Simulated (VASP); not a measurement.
Write the native input for VASP 6.6.1 that does the following.

| Quantity | Value |
| --- | --- |
| Task | single point |
| Functional | LDA |
| Potentials or basis | VASP PAW LDA potentials, release 64 (Ag) |
| Cutoff | 520 eV |
| k mesh | 9 × 9 × 9 |
| Occupations | gaussian, width 0.025 eV |
| Spin | no spin polarisation |
| Dipole correction | no |
| Further INCAR settings | ALGO = Normal; EDIFF = 1e-07; NBANDS = 12 |

The structure of Ag lies in POSCAR:

```
Ag
1.0
   -1.6556540000      1.6556540000      1.6556540000
    1.6556540000     -1.6556540000      1.6556540000
    1.6556540000      1.6556540000     -1.6556540000
Ag
1
Direct
    0.0000000000      0.0000000000      0.0000000000
```

One way to write it, as run:

INCAR

```
ALGO     = Normal         # electronic algorithm
EDIFF    = 1E-7           # SCF threshold, eV
ENCUT    = 520            # plane-wave cutoff, eV
ISIF     = 2              # what is computed and relaxed
ISMEAR   = 0              # smearing method
LASPH    = True           # aspherical terms in the spheres
LCHARG   = False          # write CHGCAR
LREAL    = False          # projectors in reciprocal space
LWAVE    = False          # write WAVECAR
NBANDS   = 12             # bands
NELM     = 100            # most SCF steps
PREC     = Accurate       # precision mode
SIGMA    = 0.025          # smearing width, eV
```

KPOINTS

```
k-points
0
Gamma
  9 9 9
```

Potentials or basis: VASP PAW LDA potentials, release 64 (Ag).

Command:

```bash
$ cat potpaw_LDA.64/Ag/POTCAR > POTCAR
$ mpirun -np 1 vasp_std > vasp.out
```

Results of the run:

The pressure is -11.3 GPa.

Wall time 7.7 s on 1 thread of AMD EPYC 7R43 64-Core Processor (Zen 3), on a shared host, peak memory 0.1 GiB.
